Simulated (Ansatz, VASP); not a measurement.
## One calculation of Si4C, two programs

```
Si C
1.0
     4.04493    0.00000    0.00000
     0.00000    4.04493    0.00000
     0.00000    0.00000    4.04493
Si C
4 1
Cartesian
  0.0000 2.0225 2.0225
  2.0225 2.0225 0.0000
  2.0225 0.0000 2.0225
  0.0000 0.0000 0.0000
  2.0225 2.0225 2.0225
```

Change from the starting cell: species swapped into the Fe4N type (Pm-3m, No. 221).

Alike in both runs: functional PBE; k mesh 10 × 10 × 10; occupations gaussian, width 0.1 eV; no spin polarisation.

Ansatz relaxed the structure, and its values are those at the end. VASP's run is a single point on that final structure, the one shown.

|  | VASP | Ansatz |
| --- | --- | --- |
| version | VASP 6.6.1 | Ansatz 0.2.0 |
| potentials or method | VASP PAW PBE potentials, release 64 (Si, C), cutoff 520 eV | scalar-relativistic, plane waves, PAW |
| valence electrons in the cell | 20 | 20 |

VASP gave:

- gap on the k mesh at the Fermi level (eV): none
- pressure (GPa): 0.1

Q: Estimate Ansatz's values.

A: gap on the k mesh at the Fermi level (eV): none; pressure (GPa): 0.0.

A gap of «none» marks a metal or a gap that the smearing closes.
